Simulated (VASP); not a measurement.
Input of a VASP 6.6.1 run:

Contents of INCAR:

```
SYSTEM = BeS
  ALGO = Normal
  EDIFF = 1E-6
  ENCUT = 600
  GGA = PS
  GGA_COMPAT = .False.
  ISIF = 2
  ISMEAR = 0
  LASPH = .True.
  LCHARG = .True.
  LELF = .True.
  LREAL = .False.
  LVHAR = .True.
  LWAVE = .False.
  NBANDS = 11
  NELM = 120
  PREC = Accurate
  SIGMA = 0.02
```

Contents of KPOINTS:

```
k-points
0
Gamma
  8 8 8
  0 0 0
```

The input POSCAR:

```
BeS
1.0
    0.0000000000      2.4190209032      2.4190209032
    2.4190209032      0.0000000000      2.4190209032
    2.4190209032      2.4190209032      0.0000000000
Be S
1 1
Direct
    0.0000000000      0.0000000000      0.0000000000
    0.2500000000      0.2500000000      0.2500000000
```

Potentials or basis: VASP PAW PBE potentials, release 64 (Be, S).

The run is started by

```console
$ cat potpaw_PBE.64/Be/POTCAR potpaw_PBE.64/S/POTCAR > POTCAR
$ mpirun -np 1 vasp_std > vasp.out
```

Problem. What does it give for the pressure?

Solution. 0.2 GPa.

Problem. What does it give for the band gap on the k mesh?

Solution. 2.91 eV, indirect (least direct gap 5.61 eV).

Caveat: the PAW data sets were made with another functional, which shifts forces and pressure a little. A k mesh can miss the band edges.
